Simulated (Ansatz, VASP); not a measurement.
Au3C: VASP beside Ansatz

The input INCAR:

```
SYSTEM = Au3C
  PREC = Accurate
  ENCUT = 520
  EDIFF = 1E-6
  ISMEAR = 0
  SIGMA = 0.1
  LREAL = .False.
  LASPH = .True.
  NELM = 100
  ALGO = Normal
  ISIF = 2
  LWAVE = .False.
  LCHARG = .False.
  LDIPOL = .True.
  IDIPOL = 3
  DIPOL = 0.5 0.5 0.348
  GGA = PE
  NBANDS = 26
```

Contents of KPOINTS:

```
Automatic mesh
0
Gamma
  9 9 1
  0 0 0
```

Contents of POSCAR:

```
Au3C
1.0
    2.9402049748      0.0000000000      0.0000000000
   -1.4701024874      2.5462922005      0.0000000000
    0.0000000000      0.0000000000     21.8974947720
Au C
3 1
Direct
    0.6666666667      0.3333333333      0.1826692981
    0.3333333333      0.6666666667      0.2945190844
    0.0000000000      0.0000000000      0.4063247812
    0.2222222222     -0.2222222222      0.5099896079
```

Input for Ansatz:

```yaml
crystal:
  lattice:
    - [2.9402049748, 0.0, 0.0]
    - [-1.4701024874, 2.5462922005, 0.0]
    - [0.0, 0.0, 21.897494772]
  atoms:
    - { symbol: Au, position: [0.6666666667, 0.3333333333, 0.1826692981] }
    - { symbol: Au, position: [0.3333333333, 0.6666666667, 0.2945190844] }
    - { symbol: Au, position: [0.0, 0.0, 0.4063247812] }
    - { symbol: C, position: [0.2222222222, -0.2222222222, 0.5099896079] }
basis:
  ecutwfc: 420
kpoints:
  mp_grid: { grid: [9, 9, 1] }
hamiltonian:
  xc: pbe
scf:
  occupations: { method: gaussian, width: 0.1 }
output:
  forces: true
  eigenvalues: true
efield:
  axis: 3
  dipole_correction: true
  ramp_width: 0.04
```

Alike in both runs: task single point; functional PBE; k mesh 9 × 9 × 1; occupations gaussian, width 0.1 eV; no spin polarisation.

|  | VASP | Ansatz |
| --- | --- | --- |
| version | VASP 6.6.1 | Ansatz 0.2.0 |
| potentials or method | VASP PAW PBE potentials, release 64 (Au, C), cutoff 520 eV | scalar-relativistic, plane waves, PAW |
| valence electrons in the cell | 37 | 61 |

|  | VASP | Ansatz | Ansatz less VASP |
| --- | --- | --- | --- |
| gap on the k mesh at the Fermi level (eV) | none | none | - |
| rms of the force components (eV/Å) | 0.571 | 0.573 | +0.0027 |

Atom by atom the forces differ by 0.003 eV/Å (rms over components). A gap of «none» marks a metal or a gap that the smearing closes. VASP's potentials hold 37 valence electrons a cell and Ansatz's 61, so a difference there can come from the potentials and not from the codes.

Neither program's run includes spin-orbit coupling.
